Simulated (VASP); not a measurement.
Write the native input for VASP 6.6.1 that does the following.

- Task: single point
- Functional: PBE
- Potentials or basis: VASP PAW PBE potentials, release 64 (W_sv)
- Cutoff: 520 eV
- k mesh: 16 × 16 × 16
- Occupations: gaussian, width 0.1 eV
- Spin: no spin polarisation
- Dipole correction: no
- Further INCAR settings: ALGO = Fast; EDIFF = 1e-06; NBANDS = 13

The structure of W lies in POSCAR:

```
W
1.0
   -1.5973000000      1.5973000000      1.5973000000
    1.5973000000     -1.5973000000      1.5973000000
    1.5973000000      1.5973000000     -1.5973000000
W
1
Direct
    0.0135322106      0.0350466412      0.0011863770
```

This cell differs from its parent crystal: one atom moved.

The input as run:

INCAR

```
SYSTEM = W
ALGO = Fast
EDIFF = 1E-6
ENCUT = 520
GGA = PE
ISIF = 2
ISMEAR = 0
LASPH = .TRUE.
LCHARG = .TRUE.
LELF = .TRUE.
LREAL = .FALSE.
LVHAR = .TRUE.
LWAVE = .FALSE.
NBANDS = 13
NELM = 60
PREC = Accurate
SIGMA = 0.1
```

KPOINTS

```
k-points
0
G
  16 16 16
  0 0 0
```

Potentials or basis: VASP PAW PBE potentials, release 64 (W_sv).

Run with:

```sh
$ cat potpaw_PBE.64/W_sv/POTCAR > POTCAR
$ mpirun -np 1 vasp_std > vasp.out
```

Results of the run:

```json
{
 "Pressure": "-2.8 GPa",
 "Band gap on the k mesh": "zero (band 7 reaches 16.01 eV, above the bottom of band 8 at 9.86 eV)"
}
```

Caveat: the cell differs from its parent crystal (one atom moved); spin-orbit coupling is left out, which moves the levels of the heavy elements.

It took 24 s on 1 thread of Intel Xeon 8259CL, with other jobs on the host, peak memory 0.16 GiB.
